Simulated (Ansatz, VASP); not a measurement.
## TaN: VASP beside Ansatz

INCAR

```
  PREC = Accurate
  ENCUT = 700
  EDIFF = 1E-7
  ISMEAR = -1
  SIGMA = 0.05
  LREAL = F
  LASPH = T
  NELM = 120
  ALGO = Normal
  ISIF = 3
  LWAVE = F
  LCHARG = F
  GGA = CA
  IBRION = 2
  NSW = 60
  EDIFFG = -0.01
  GGA_COMPAT = F
  NELMIN = 4
```

File KPOINTS:

```
Automatic mesh
0
Gamma
  10 10 9
```

Contents of POSCAR:

```
TaN
1.0
    2.9380011100      0.0000000000      0.0000000000
   -1.4690005500      2.5443836000      0.0000000000
    0.0000000000      0.0000000000      2.8830022100
Ta N
1 1
Direct
    0.3333333333      0.6666666667      0.5000000000
    0.0000000000      0.0000000000      0.0000000000
```

File input.yaml:

```yaml
crystal:
  lattice:
    - [2.93800111, 0.0, 0.0]
    - [-1.46900055, 2.5443836, 0.0]
    - [0.0, 0.0, 2.88300221]
  atoms:
    - { symbol: Ta, position: [0.3333333333, 0.6666666667, 0.5] }
    - { symbol: "N", position: [0.0, 0.0, 0.0] }
hamiltonian:
  xc: lda
  pseudopotentials: { kind: paw }
kpoints:
  mp_grid: { grid: [10, 10, 9] }
scf:
  occupations: { method: fermi_dirac, width: 0.05 }
output:
  forces: true
  stress: true
  eigenvalues: true
relax:
  f_tol: 0.01
  max_steps: 40
  cell: { stress_tol: 0.05 }
```

Alike in both runs: task relaxation of cell and atoms; functional LDA; k mesh 10 × 10 × 9; occupations fermi-dirac, width 0.05 eV; no spin polarisation.

|  | VASP | Ansatz |
| --- | --- | --- |
| version | VASP 6.6.1 | Ansatz 0.2.0 |
| potentials or method | VASP PAW LDA potentials, release 64 (Ta_sv_GW, N) | Ansatz PAW |
| plane-wave cutoff (eV) | 700 | 420 |
| valence electrons in the cell | 18 | 18 |

Ansatz gave:

```
gap on the k mesh at the Fermi level, each at its own relaxed structure (eV)  : none
relaxed volume (Å³/atom)                                                      : 10.43
relaxed length of the cell vector where the two differ most in proportion (Å) : 2.907
```

Task: Which values does VASP return?

Result: gap on the k mesh at the Fermi level, each at its own relaxed structure (eV): none; relaxed volume (Å³/atom): 10.47; relaxed length of the cell vector where the two differ most in proportion (Å): 2.910.

LDA's correlation is that of Perdew and Zunger in VASP and of Perdew and Wang (1992) in Ansatz. A gap of «none» marks a metal or a gap that the smearing closes.

Neither program's run includes spin-orbit coupling. Noted on Ansatz's run: the plane-wave basis is chosen anew once the cell has moved, so the energies of steps on either side of that aren't comparable.
